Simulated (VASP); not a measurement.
Here is a VASP 6.6.1 calculation.

File INCAR:

```
SYSTEM = TeW
PREC = Accurate
ENCUT = 600
EDIFF = 1E-6
ISMEAR = 0
SIGMA = 0.1
LREAL = .FALSE.
LASPH = .TRUE.
NELM = 150
ALGO = Normal
ISIF = 3
LWAVE = .FALSE.
LCHARG = .FALSE.
ISPIN = 2
MAGMOM = 1.02 0
LORBIT = 11
LMAXMIX = 4
GGA = PS
IBRION = 2
NSW = 100
EDIFFG = -0.01
```

The input KPOINTS:

```
Automatic mesh
0
G
  12 12 12
  0 0 0
```

File POSCAR:

```
TeW
1.0
    0.0000000000      3.0296978924      3.0296978924
    3.0296978924      0.0000000000      3.0296978924
    3.0296978924      3.0296978924      0.0000000000
W Te
1 1
Direct
    0.0000000000      0.0000000000      0.0000000000
    0.2500000000      0.2500000000      0.2500000000
```

Potentials or basis: VASP PAW PBE potentials, release 64 (W_sv, Te).

Run with:

```sh
$ cat potpaw_PBE.64/W_sv/POTCAR potpaw_PBE.64/Te/POTCAR > POTCAR
$ mpirun -np 1 vasp_std > vasp.out
```

Question: Estimate the space group after relaxing (to 0.1 Å).

Answer: F-43m (No. 216).

Question: Predict the site moments.

Answer: W +1.06; Te -0.02 μB.

Question: Predict the relaxed cell.

Answer: a = 4.279 Å, b = 4.279 Å, c = 4.279 Å, α = 60.00°, β = 60.00°, γ = 60.00°.

The path:
| step | energy change (eV) | largest force (eV/Å) | pressure (GPa) | volume (Å³) |
| --- | --- | --- | --- | --- |
| 1 | 0.0000 | 0.0000 | -0.43 | 55.62 |
| 2 | 0.0004 | 0.0000 | 0.66 | 55.03 |
| 3 | -0.0003 | 0.0000 | 0.01 | 55.38 |

Caveat: the PAW data sets were made with another functional, which shifts forces and pressure a little.
